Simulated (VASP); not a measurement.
Wanted: the native input for a VASP 6.6.1 run.

```yaml
Task: single point
Functional: PBE
Potentials_or_basis: VASP PAW PBE potentials, release 64 (Pb_d, Te)
Cutoff: 520 eV
k_mesh: 12 × 12 × 12
Occupations: fermi-dirac, width 0.05 eV
Spin: no spin polarisation
Dipole_correction: no
Further_INCAR_settings: ALGO = Normal; EDIFF = 1e-07; NBANDS = 17
```

The structure of TePb (zincblende type) lies in POSCAR:

```
TePb
1.0
    0.0000000000      2.7684890847      2.7684890847
    2.7684890847      0.0000000000      2.7684890847
    2.7684890847      2.7684890847      0.0000000000
Pb Te
1 1
Direct
    0.0000000000      0.0000000000      0.0000000000
    0.2500000000      0.2500000000      0.2500000000
```

The input as run:

INCAR

```
SYSTEM = TePb
  PREC = Accurate
  ENCUT = 520
  EDIFF = 1E-7
  ISMEAR = -1
  SIGMA = 0.05
  LREAL = .FALSE.
  LASPH = .TRUE.
  NELM = 80
  ALGO = Normal
  ISIF = 2
  LWAVE = .FALSE.
  LCHARG = .FALSE.
  GGA = PE
  NBANDS = 17
```

KPOINTS

```
Automatic mesh
0
G
  12 12 12
  0 0 0
```

Potentials or basis: VASP PAW PBE potentials, release 64 (Pb_d, Te).

Launch:

```console
$ cat potpaw_PBE.64/Pb_d/POTCAR potpaw_PBE.64/Te/POTCAR > POTCAR
$ mpirun -np 1 vasp_std > vasp.out
```

Results of the run:

```yaml
Pressure: 116.3 GPa
Band_gap_on_the_k_mesh: zero (bands 10 and 11 overlap by 3.01 eV)
```

Caveat: the cell stands under pressure; spin-orbit coupling is left out, which moves the levels of the heavy elements.

Wall time 91 s on 1 thread of Intel Xeon 8259CL, with other jobs on the host, peak memory 0.21 GiB.
